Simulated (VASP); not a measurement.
**Ta2C: vibrations by perturbation theory with PBEsol**

Ta2C:

```
Ta C
1.0
     3.07483    0.00000    0.00000
    -1.53742    2.66288    0.00000
     0.00000    0.00000    4.88802
Ta C
2 1
Direct
  0.33333 0.66667 0.25394
  0.66667 0.33333 0.74606
  0.00000 0.00000 0.00000
```

```json
{
  "Program": "VASP 6.6.1",
  "Task": "vibrations by perturbation theory",
  "Functional": "PBEsol",
  "Potentials or basis": "VASP PAW PBE potentials, release 64 (Ta_pv, C)",
  "Cutoff": "520 eV",
  "k mesh": "18 × 18 × 8",
  "Occupations": "fermi-dirac, width 0.15 eV",
  "Spin": "no spin polarisation",
  "Dipole correction": "no",
  "Further INCAR settings": "ALGO = Fast; EDIFF = 1e-08; IBRION = 8; NSW = 1"
}
```

| Item | Value |
| --- | --- |
| Highest phonon frequency at Γ | 684 cm⁻¹ |

Phonon frequencies in cm⁻¹ (negative: imaginary):
| q point | frequencies |
| --- | --- |
| (0.000, 0.000, 0.000) | 0 0 0 133 133 225 667 684 684 |

Run time: 100 min on 1 thread of Oxide Virtual Turin-like Processor, with other jobs on the host, peak memory 1.6 GiB.

Caveat: the cell stands under pressure or tension, which shifts response properties.
